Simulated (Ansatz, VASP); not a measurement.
## Ta: VASP beside Ansatz

The input POSCAR:

```
Ta
1.0
    0.0000000000      2.1067889771      2.1067889771
    2.1067889771      0.0000000000      2.1067889771
    2.1067889771      2.1067889771      0.0000000000
Ta
1
Direct
    0.0000000000      0.0000000000      0.0000000000
```

Contents of INCAR.step1:

```
PREC = Accurate
ENCUT = 400
EDIFF = 1E-5
ISMEAR = 0
SIGMA = 0.05
LREAL = False
LASPH = True
NELM = 120
ALGO = Normal
ISIF = 2
LWAVE = True
GGA = PE
NBANDS = 12
GGA_COMPAT = False
```

INCAR.step2

```
PREC = Accurate
ENCUT = 400
EDIFF = 1E-6
ISMEAR = 0
SIGMA = 0.05
LREAL = False
LASPH = True
NELM = 120
ALGO = Normal
ISIF = 2
LWAVE = False
LCHARG = True
GGA = PE
LHFCALC = True
HFSCREEN = 0.2079
PRECFOCK = Normal
LELF = True
LVHAR = True
ISTART = 1
NBANDS = 12
GGA_COMPAT = False
```

KPOINTS

```
Automatic mesh
0
Gamma
  8 8 8
```

Input for Ansatz:

```yaml
crystal:
  lattice:
    - [0.0, 2.1067889771, 2.1067889771]
    - [2.1067889771, 0.0, 2.1067889771]
    - [2.1067889771, 2.1067889771, 0.0]
  atoms:
    - { symbol: Ta, position: [0.0, 0.0, 0.0] }
basis:
  ecutwfc: 600
  ecutrho_ratio: 5
kpoints:
  mp_grid: { grid: [8, 8, 8] }
hamiltonian:
  xc: hse06
scf:
  occupations: { method: gaussian, width: 0.05 }
output:
  forces: true
  stress: true
  eigenvalues: true
```

Alike in both runs: task single point; functional HSE06; k mesh 8 × 8 × 8; occupations gaussian, width 0.05 eV; no spin polarisation.

|  | VASP | Ansatz |
| --- | --- | --- |
| version | VASP 6.6.1 | Ansatz 0.2.0 |
| potentials or method | VASP PAW PBE potentials, release 64 (Ta_pv), cutoff 400 eV | scalar-relativistic, plane waves, PAW |
| valence electrons in the cell | 11 | 13 |

```tsv
	VASP	Ansatz	Ansatz less VASP
gap on the k mesh at the Fermi level (eV)	none	none	-
pressure (GPa)	-0.4	0.9	+1.24
```

A gap of «none» marks a metal or a gap that the smearing closes. VASP's potentials hold 11 valence electrons a cell and Ansatz's 13, so a difference there can come from the potentials and not from the codes. Ansatz's warnings: filled band counts differ across k points, stress exchange threshold loose, stress scf threshold loose.

Spin-orbit coupling is off throughout.
